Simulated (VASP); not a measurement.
Runs of VASP 6.6.1 on Bi2Te3 (Tellurobismuthite). The structure is that of space group R-3m (No. 166), or close to it. The cells are those of the table. 

```tsv
level	potentials or basis	cell	gap on the mesh (eV)	pressure (GPa)	largest force (eV/Å)
r2SCAN	VASP PAW PBE potentials, release 64 (Bi_d, Te)	a = 11.068 Å, angles 23.0°, 5 atoms	(b)	0.0	0.01
LDA	VASP PAW LDA potentials, release 64 (Bi_d, Te)	a = 10.274 Å, angles 24.5°, 5 atoms	0.14	0.1	0.04
PBEsol	VASP PAW PBE potentials, release 64 (Bi_d, Te)	a = 10.417 Å, angles 24.3°, 5 atoms	(a)	0.0	0.02
PBE	VASP PAW PBE potentials, release 64 (Bi_d, Te)	a = 10.968 Å, angles 23.4°, 5 atoms	0.51	0.0	0.01
```

Alike in all rows: task single point; no spin polarisation; k mesh 6 × 6 × 6; cutoff (eV) 520; smearing fermi-dirac 0.02 eV.

Question: Estimate the missing entries.

Answer: (a) 0.21; (b) 0.87.

Caveats: spin-orbit coupling is left out, which moves the levels of the heavy elements; the PAW data sets were made with another functional, which shifts forces and pressure a little (some runs).

A k mesh can miss the band edges, and the runs leave out spin-orbit coupling on Bi, Te.
